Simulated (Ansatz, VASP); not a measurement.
Ga in VASP and in Ansatz

```xyz
1
Lattice="2.7165 0.0000 0.0000 0.0000 2.7165 0.0000 0.0000 0.0000 2.7165" Properties=species:S:1:pos:R:3 pbc="T T T"
Ga    0.0000    0.0000    0.0000
```

Alike in both runs: task relaxation of cell and atoms; functional HSE06; k mesh 5 × 5 × 5; occupations fermi-dirac, width 0.05 eV; no spin polarisation.

|  | VASP | Ansatz |
| --- | --- | --- |
| version | VASP 6.6.1 | Ansatz 0.2.0 |
| potentials or method | VASP PAW PBE potentials, release 64 (Ga_d) | Ansatz PAW |
| plane-wave cutoff (eV) | 600 | 420 |
| valence electrons in the cell | 13 | 13 |

```csv
,VASP,Ansatz,Ansatz less VASP
"gap on the k mesh at the Fermi level, each at its own relaxed structure (eV)",none,none,-
relaxed volume (Å³/atom),19.57,19.47,-0.098
relaxed cell length with the largest relative difference (Å),2.695,2.690,-0.0045
```

A gap of «none» marks a metal or a gap that the smearing closes.

The k mesh is coarse, so the values compare programs but aren't converged. Noted on Ansatz's run: the plane-wave basis is chosen anew once the cell has moved, so the energies of steps on either side of that aren't comparable.
